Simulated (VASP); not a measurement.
Zn2NF:

```
CELL_PARAMETERS angstrom
3.46079 0.00000 0.00000
-1.73040 2.99713 0.00000
0.00000 0.00000 4.70171
ATOMIC_POSITIONS crystal
Zn 0.33333 0.66667 0.75651
Zn 0.33333 0.66667 0.24349
N 0.66667 0.33333 0.00000
F 0.00000 0.00000 0.50000
```

The cell was generated, and may not be a known phase.

* Program: VASP 6.6.1
* Task: relaxation of cell and atoms
* Functional: PBE
* Potentials or basis: VASP PAW PBE potentials, release 64 (Zn, N, F)
* Cutoff: 600 eV
* k mesh: 6 × 6 × 4
* Occupations: gaussian, width 0.1 eV
* Spin: no spin polarisation

At the start: pressure -5.0 GPa; volume 12.19 Å³/atom.

Question: How do energy, volume and symmetry change on relaxing?

Answer: Over 6 steps the energy falls by 302.9 meV/atom and the volume is 11.60 Å³/atom (-4.9 %); space group P-6m2 (No. 187, to 0.1 Å) before and after.

Step by step:
```tsv
step	energy change (eV)	largest force (eV/Å)	pressure (GPa)	volume (Å³)
1	0.0000	1.5740	-4.98	48.77
2	-0.8316	0.6173	0.03	45.92
3	-1.0724	0.4894	11.16	42.90
4	-1.1492	0.6090	-3.35	47.33
5	-1.2006	0.2491	1.61	45.56
6	-1.2114	0.0188	0.08	46.38
```

Final structure:
```
CELL_PARAMETERS angstrom
3.10592 0.00000 0.00000
-1.55296 2.68981 0.00000
0.00000 0.00000 5.55173
ATOMIC_POSITIONS crystal
Zn 0.33333 0.66667 0.79074
Zn 0.33333 0.66667 0.20926
N 0.66667 0.33333 0.00000
F 0.00000 0.00000 0.50000
```

Caveat: a cell axis changed by over 15 % at a fixed basis, so the end point is rough.
